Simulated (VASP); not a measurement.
Input of a VASP 6.6.1 run:

The input INCAR:

```
ALGO     = Fast           # electronic algorithm
EDIFF    = 1E-6           # SCF threshold, eV
ENCUT    = 520            # plane-wave cutoff, eV
GGA      = PE             # functional
ISIF     = 2              # what is computed and relaxed
ISMEAR   = 0              # smearing method
LASPH    = True           # aspherical terms in the spheres
LCHARG   = False          # write CHGCAR
LREAL    = False          # projectors in reciprocal space
LWAVE    = False          # write WAVECAR
NBANDS   = 32             # bands
NELM     = 100            # most SCF steps
PREC     = Accurate       # precision mode
SIGMA    = 0.1            # smearing width, eV
```

KPOINTS

```
k-points
0
Gamma
  6 6 6
```

The input POSCAR:

```
Cs4Zn
1.0
    7.6212459130      0.0000000000      0.0000000000
    0.0000000000      7.6212459130      0.0000000000
    0.0000000000      0.0000000000      7.6212459130
Cs Zn
4 1
Direct
    0.5000000000      0.0000000000      0.0000000000
    0.0000000000      0.5000000000      0.0000000000
    0.0000000000      0.0000000000      0.5000000000
    0.5000000000      0.5000000000      0.5000000000
    0.0000000000      0.0000000000      0.0000000000
```

Potentials or basis: VASP PAW PBE potentials, release 64 (Cs_sv, Zn).

Launch:

```sh
$ cat potpaw_PBE.64/Cs_sv/POTCAR potpaw_PBE.64/Zn/POTCAR > POTCAR
$ mpirun -np 1 vasp_std > vasp.out
```

Q: Predict the pressure.

A: 0.1 GPa.

Q: Estimate the band gap on the k mesh.

A: Zero (band 24 reaches 0.96 eV, above the bottom of band 25 at 0.15 eV).

Caveat: spin-orbit coupling is left out, which moves the levels of the heavy elements.
